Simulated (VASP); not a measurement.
MgS, 2 atoms in the cell. The structure is cubic, space group F-43m (No. 216). The conventional cell has a = 5.662 Å, b = 5.662 Å, c = 5.662 Å, α = 90.00°, β = 90.00°, γ = 90.00°. Mg (site symmetry -43m) has 4 S at 2.45 Å within 3.2 Å. S (site symmetry -43m) has 4 Mg at 2.45 Å within 3.2 Å. 

| Property | Result |
| --- | --- |
| Program | VASP 6.6.1 |
| Task | single point |
| Functional | r2SCAN |
| Potentials or basis | VASP PAW PBE potentials, release 64 (Mg, S) |
| Cutoff | 520 eV |
| k mesh | 6 × 6 × 6 |
| Occupations | gaussian, width 0.01 eV |
| Spin | no spin polarisation |
| Dipole correction | no |
| Further INCAR settings | ALGO = Normal; EDIFF = 1e-06; NBANDS = 11 |

Potentials or basis: VASP PAW PBE potentials, release 64 (Mg, S).

Run with:

```console
$ cat potpaw_PBE.64/Mg/POTCAR potpaw_PBE.64/S/POTCAR > POTCAR
$ cp INCAR.step1 INCAR
$ mpirun -np 1 vasp_std > vasp.out
$ cp INCAR.step2 INCAR
$ mpirun -np 1 vasp_std > vasp.out
```

Hardware: 1 thread of Intel(R) Xeon(R) 6975P-C (Granite Rapids), with other jobs on the host.

**Question.** Estimate the wall time of this run.

**Answer.** It took 46 s on 1 thread of Intel(R) Xeon(R) 6975P-C (Granite Rapids), with other jobs on the host, peak memory 0.17 GiB. Counts: k points 16.
